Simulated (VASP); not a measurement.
# Al (Im-3m) in VASP: a series of runs

Aim: see how the results for Al move with the level of theory and the settings. Levels: BLYP, r2SCAN, revPBE. Tasks: single point, relaxation of cell and atoms.

Program: VASP 6.6.1. These are calculated values, not measurements. Logs are shortened: lines on timing, memory, paths and dates and some standing lists are left out, and cuts for length are marked.

### Step 1. The cell of the first run

It takes space group Im-3m (No. 229, cubic). Conventional cell: a = 3.313 Å, b = 3.313 Å, c = 3.313 Å, α = 90.00°, β = 90.00°, γ = 90.00°. Within 3.8 Å of Al (site symmetry m-3m) lie 14 Al at 2.87 to 3.31 Å.

### Step 2. Single point, BLYP

Contents of INCAR:

```
  PREC = Accurate
  ENCUT = 520
  EDIFF = 1E-6
  ISMEAR = -1
  SIGMA = 0.05
  LREAL = False
  LASPH = True
  NELM = 60
  ALGO = Normal
  ISIF = 2
  LWAVE = False
  LCHARG = True
  GGA = B5
  ALDAX = 1.0
  AGGAX = 1.0
  AGGAC = 1.0
  ALDAC = 0.0
  LELF = True
  LVHAR = True
  NBANDS = 8
```

Contents of KPOINTS:

```
regular mesh
0
Gamma
  12 12 12
```

Contents of POSCAR:

```
Al
1.0
   -1.6562897456      1.6562897456      1.6562897456
    1.6562897456     -1.6562897456      1.6562897456
    1.6562897456      1.6562897456     -1.6562897456
Al
1
Direct
    0.0000000000      0.0000000000      0.0000000000
```

Potentials or basis: VASP PAW PBE potentials, release 64 (Al).

Run with:

```
$ cat potpaw_PBE.64/Al/POTCAR > POTCAR
$ mpirun -np 1 vasp_std > vasp.out
```

OUTCAR:

```text
PREC = Accurate
   ENCUT = 520
   EDIFF = 1E-6
   ISMEAR = -1
   LREAL = False
   LASPH = True
   NELM = 60
   ISIF = 2
   GGA = B5

 ion  position               nearest neighbor table
   1  0.000  0.000  0.000-

  LATTYP: Found a body centered cubic cell.
 ALAT       =     3.3125794912

  Lattice vectors:

 A1 = (  -1.6562897456,   1.6562897456,   1.6562897456)
 A2 = (   1.6562897456,  -1.6562897456,   1.6562897456)
 A3 = (   1.6562897456,   1.6562897456,  -1.6562897456)

Analysis of symmetry for initial positions (statically):
=====================================================================
 Subroutine PRICEL returns:
 Original cell was already a primitive cell.

 Routine SETGRP: Setting up the symmetry group for a
 body centered cubic supercell.

 Subroutine GETGRP returns: Found 48 space group operations
 (whereof 48 operations were pure point group operations)
 out of a pool of 48 trial point group operations.

The static configuration has the point symmetry O_h .

Analysis of symmetry for dynamics (positions and initial velocities):
=====================================================================
 Subroutine PRICEL returns:
 Original cell was already a primitive cell.

 Routine SETGRP: Setting up the symmetry group for a
 body centered cubic supercell.

 Subroutine GETGRP returns: Found 48 space group operations
 (whereof 48 operations were pure point group operations)
 out of a pool of 48 trial point group operations.

The dynamic configuration has the point symmetry O_h .

 Subroutine INISYM returns: Found 48 space group operations
 (whereof 48 operations are pure point group operations),
 and found     1 'primitive' translations

----------------------------------------------------------------------------------------

                                     Primitive cell

  volume of cell :      18.1748

  direct lattice vectors                    reciprocal lattice vectors
    -1.656289746  1.656289746  1.656289746     0.000000000  0.301879548  0.301879548
     1.656289746 -1.656289746  1.656289746     0.301879548  0.000000000  0.301879548
     1.656289746  1.656289746 -1.656289746     0.301879548  0.301879548  0.000000000

  length of vectors
     2.868777991  2.868777991  2.868777991     0.426922151  0.426922151  0.426922151

  position of ions in fractional coordinates (direct lattice)
     0.000000000  0.000000000  0.000000000

  ion indices of the primitive-cell ions
   primitive index   ion index
                 1           1

----------------------------------------------------------------------------------------

 KPOINTS: regular mesh

Automatic generation of k-mesh.
 Grid dimensions read from file:
 generate k-points for:   12   12   12

 Generating k-lattice:

  Cartesian coordinates                     Fractional coordinates (reciprocal lattice)
     0.000000000  0.025156629  0.025156629     0.083333333  0.000000000  0.000000000
     0.025156629  0.000000000  0.025156629     0.000000000  0.083333333  0.000000000
     0.025156629  0.025156629  0.000000000     0.000000000  0.000000000  0.083333333

  Length of vectors
     0.035576846  0.035576846  0.035576846

  Shift w.r.t. Gamma in fractional coordinates (k-lattice)
     0.000000000  0.000000000  0.000000000

 Subroutine IBZKPT returns following result:
 ===========================================

 Found     72 irreducible k-points:

 Following reciprocal coordinates:
            Coordinates               Weight
  0.000000  0.000000  0.000000      1.000000
  0.083333  0.000000  0.000000     12.000000
  0.166667  0.000000  0.000000     12.000000
  0.250000  0.000000  0.000000     12.000000
  0.333333  0.000000  0.000000     12.000000
  0.416667  0.000000  0.000000     12.000000
[... 16 lines left out ...]
  0.333333  0.083333  0.083333     24.000000
  0.416667  0.083333  0.083333     12.000000
 [... further k-points ...]
   k-points           NKPTS =     72   k-points in BZ     NKDIM =     72   number of bands    NBANDS=      8
   number of dos      NEDOS =    301   number of ions     NIONS =      1
   total plane-waves  NPLWV =  13824
   dimension x,y,z NGX =    24 NGY =   24 NGZ =   24
   dimension x,y,z NGXF=    48 NGYF=   48 NGZF=   48
   ions per type =               1
   NGX,Y,Z   is equivalent  to a cutoff of  13.91, 13.91, 13.91 a.u.
   NGXF,Y,Z  is equivalent  to a cutoff of  27.82, 27.82, 27.82 a.u.
 SYSTEM =  unknown system
   PREC   = accura    normal or accurate (medium, high low for compatibility)
   ISTART =      0    job   : 0-new  1-cont  2-samecut
   ICHARG =      2    charge: 1-file 2-atom 10-const
   ISPIN  =      1    spin polarized calculation?
   LNONCOLLINEAR =      F non collinear calculations
   LSORBIT =      F    spin-orbit coupling
   LASPH  =      T    aspherical Exc in radial PAW
   ENCUT  =  520.0 eV  38.22 Ry    6.18 a.u.   5.33  5.33  5.33*2*pi/ulx,y,z
   NELM   =     60;   NELMIN=  2; NELMDL= -5     # of ELM steps
   EDIFF  = 0.1E-05   stopping-criterion for ELM
   LREAL  =      F    real-space projection
   EDIFFG = 0.1E-04   stopping-criterion for IOM
   NSW    =      0    number of steps for IOM
   IBRION =     -1    ionic relax: 0-MD 1-quasi-New 2-CG
   NFREE  =      0    steps in history (QN), initial steepest desc. (CG)
   ISIF   =      2    stress and relaxation
   ISYM   =      2    0-nonsym 1-usesym 2-fastsym
   POTIM  = 0.5000    time-step for ionic-motion
   TEBEG  =    0.0;   TEEND  =   0.0 temperature during run
   PSTRESS=    0.0 pullay stress
   NELECT =       3.0000    total number of electrons
   NUPDOWN=      -1.0000    fix difference up-down
   EMIN   =  10.00;   EMAX   =-10.00  energy-range for DOS
   EFERMI =   0.00;   METHOD = LEGACY
   ISMEAR =    -1;   SIGMA  =   0.05  broadening in eV -4-tet -1-fermi 0-gaus
   EFERMI_NEDOS =   21; number of points for ismear=-14 and -15
   IALGO  =     38    algorithm
   IMIX   =      4    mixing-type and parameters
     AMIX     =   0.40;   BMIX     =  1.00
     AMIX_MAG =   1.60;   BMIX_MAG =  1.00
  volume/ion in A,a.u.               =      18.17       122.65
  Fermi-wavevector in a.u.,A,eV,Ry     =   0.898033  1.697036 10.972598  0.806463
  Thomas-Fermi vector in A             =   2.020692
   LORBIT       =      0    0 simple, 1 ext, 2 COOP (PROOUT), +10 PAW based schemes
   GGA     = B5    functional components
   LHFCALC =     F    Hartree Fock is set to
   AEXX    =    0.0000 exact exchange contribution
   IVDW    =     0    specifies the selected vdW correction
   LEPSILON=     F    determine dielectric tensor
   LRPA    =     F    only Hartree local field effects (RPA)
 non-spin polarized calculation
  energy-cutoff  :      520.00
  volume of cell :       18.17
 maximum number of plane-waves:       500
 NGX is ok and might be reduce to    24
   NGX = 11   NGY = 11   NGZ = 11

 number of electron       3.0000000 magnetization

 Free energy of the ion-electron system (eV)
  ---------------------------------------------------
  ext. energy  EPLUGINS =         0.00000000
  ---------------------------------------------------
  free energy    TOTEN  =        -2.61806153 eV

  energy without entropy =       -2.61360774  energy(sigma->0) =       -2.61583464

 E-fermi :   7.4600     XC(G=0):  -9.3196

 val. band max:        7.4549797760   @ k =   0.2500   0.2500   0.0833
 cond. band min:       7.5157421859   @ k =  -0.4167   0.4167   0.2500
 fundamental gap:      0.0607624099
 Fermi energy:         7.4599547381

 k-point     1 :       0.0000    0.0000    0.0000
  band No.  band energies     occupation
      1      -2.9599      2.00000
      2      20.0997      0.00000
      3      20.0997      0.00000
      4      20.0997      0.00000
      5      20.5233      0.00000
      6      20.5233      0.00000
      7      20.5233      0.00000
      8      23.2119      0.00000

 k-point     2 :       0.0833    0.0000    0.0000
  band No.  band energies     occupation
      1      -2.7728      2.00000
      2      17.7984      0.00000
      3      18.5944      0.00000
      4      19.4485      0.00000
      5      20.0856      0.00000
      6      21.4434      0.00000
      7      22.2208      0.00000
      8      22.3419      0.00000

 k-point     3 :       0.1667    0.0000    0.0000
  band No.  band energies     occupation
      1      -2.2130      2.00000
      2      14.6494      0.00000
      3      17.2107      0.00000
      4      18.2410      0.00000
      5      19.1257      0.00000
      6      20.4724      0.00000
      7      22.9945      0.00000
      8      23.3046      0.00000

 k-point     4 :       0.2500    0.0000    0.0000
  band No.  band energies     occupation
      1      -1.2843      2.00000
      2      11.5108      0.00000
      3      16.1367      0.00000
      4      17.1221      0.00000
      5      18.1650      0.00000
      6      19.4881      0.00000
      7      23.9700      0.00000
      8      24.1257      0.00000

 k-point     5 :       0.3333    0.0000    0.0000
  band No.  band energies     occupation
      1       0.0068      2.00000
      2       8.5928      0.00000
      3      15.3724      0.00000
      4      16.2749      0.00000
      5      17.4206      0.00000
      6      18.7337      0.00000
      7      24.9677      0.00000
      8      25.4733      0.00000

 k-point     6 :       0.4167    0.0000    0.0000
  band No.  band energies     occupation
      1       1.6518      2.00000
      2       5.9601      2.00000
      3      14.9151      0.00000
      4      15.7544      0.00000
      5      16.9597      0.00000
      6      18.2597      0.00000
      7      26.1919      0.00000
      8      26.9673      0.00000

 k-point     7 :       0.5000    0.0000    0.0000
  band No.  band energies     occupation
      1       3.6134      2.00000
      2       3.6678      2.00000
      3      14.7629      0.00000
      4      15.5792      0.00000
      5      16.8044      0.00000
      6      18.0981      0.00000
      7      27.0542      0.00000
      8      27.9250      0.00000
[... 133 lines left out ...]
 k-point    20 :       0.0833    0.0833    0.0833
  band No.  band energies     occupation
      1      -1.8409      2.00000
      2      14.9076      0.00000
      3      15.0210      0.00000
      4      15.0210      0.00000
      5      22.1210      0.00000
      6      22.1210      0.00000
      7      22.9655      0.00000
      8      22.9655      0.00000

 k-point    21 :       0.1667    0.0833    0.0833
  band No.  band energies     occupation
      1      -0.9144      2.00000
      2      11.8533      0.00000
      3      13.8406      0.00000
      4      13.8669      0.00000
      5      21.7021      0.00000
      6      22.0819      0.00000
      7      24.0185      0.00000
      8      24.1478      0.00000

 k-point    22 :       0.2500    0.0833    0.0833
  band No.  band energies     occupation
      1       0.3739      2.00000
      2       8.9419      0.00000
      3      13.0195      0.00000
      4      13.0374      0.00000
      5      21.1491      0.00000
      6      21.4801      0.00000
      7      25.2331      0.00000
      8      25.5899      0.00000

 k-point    23 :       0.3333    0.0833    0.0833
  band No.  band energies     occupation
      1       2.0154      2.00000
      2       6.3150      2.00000
      3      12.5052      0.00000
      4      12.5501      0.00000
      5      20.7514      0.00000
      6      21.0785      0.00000
      7      26.4512      0.00000
      8      27.1598      0.00000

 k-point    24 :       0.4167    0.0833    0.0833
  band No.  band energies     occupation
      1       3.9628      2.00000
      2       4.0376      2.00000
      3      12.3330      0.00000
      4      12.3869      0.00000
      5      20.6110      0.00000
      6      20.9395      0.00000
      7      27.2657      0.00000
      8      28.1233      0.00000

 [... further k-points ...]

------------------------ aborting loop because EDIFF is reached ----------------------------------------

  FORCE on cell =-STRESS in cart. coord.  units (eV):
  Direction    XX          YY          ZZ          XY          YZ          ZX
  --------------------------------------------------------------------------------------
  -------------------------------------------------------------------------------------
  Total        0.0105866      0.0105866      0.0105866     -0.0000000      0.0000000     -0.0000000
  in kB        0.9332466      0.9332466      0.9332466     -0.0000000      0.0000000     -0.0000000
  external PRESSURE =       0.9332466 kB  Pullay stress =       0.0000000 kB

 VOLUME and BASIS-vectors are now :
 -----------------------------------------------------------------------------
  energy-cutoff  :      520.00
  volume of cell :       18.17
      direct lattice vectors                 reciprocal lattice vectors
    -1.656289746  1.656289746  1.656289746     0.000000000  0.301879548  0.301879548
     1.656289746 -1.656289746  1.656289746     0.301879548  0.000000000  0.301879548
     1.656289746  1.656289746 -1.656289746     0.301879548  0.301879548  0.000000000

 POSITION                                       TOTAL-FORCE (eV/Angst)
 -----------------------------------------------------------------------------------
      0.00000      0.00000      0.00000        -0.000000      0.000000      0.000000
 -----------------------------------------------------------------------------------
    total drift:                               -0.000000      0.000000      0.000000

  FREE ENERGIE OF THE ION-ELECTRON SYSTEM (eV)
  ---------------------------------------------------
  free  energy   TOTEN  =        -2.6180615340 eV

  energy  without entropy=       -2.6136077391  energy(sigma->0) =       -2.61583464
```

Run time: 5.6 s. Hardware: 1 thread of Intel Xeon 6975P-C (Granite Rapids), shared host; peak memory 0.13 GiB.

What came out:

| Property | Result |
| --- | --- |
| Free energy | -2.6181 eV |
| Pressure | 0.1 GPa |

Levels at points of the mesh, in eV from the Fermi level:
| k point | band 1 | band 2 | band 3 | band 4 | band 5 | band 6 |
| --- | --- | --- | --- | --- | --- | --- |
| (0.00, 0.00, 0.00) | -10.42 | 12.64 | 12.64 | 12.64 | 13.06 | 13.06 |
| (0.50, 0.00, 0.00) | -3.85 | -3.79 | 7.30 | 8.12 | 9.34 | 10.64 |
| (0.50, 0.50, 0.50) | 1.69 | 1.69 | 1.69 | 3.38 | 3.38 | 4.20 |

Caveat: the PAW data sets were made with another functional, which shifts forces and pressure a little.

(Part 1 of 2 ends here.)
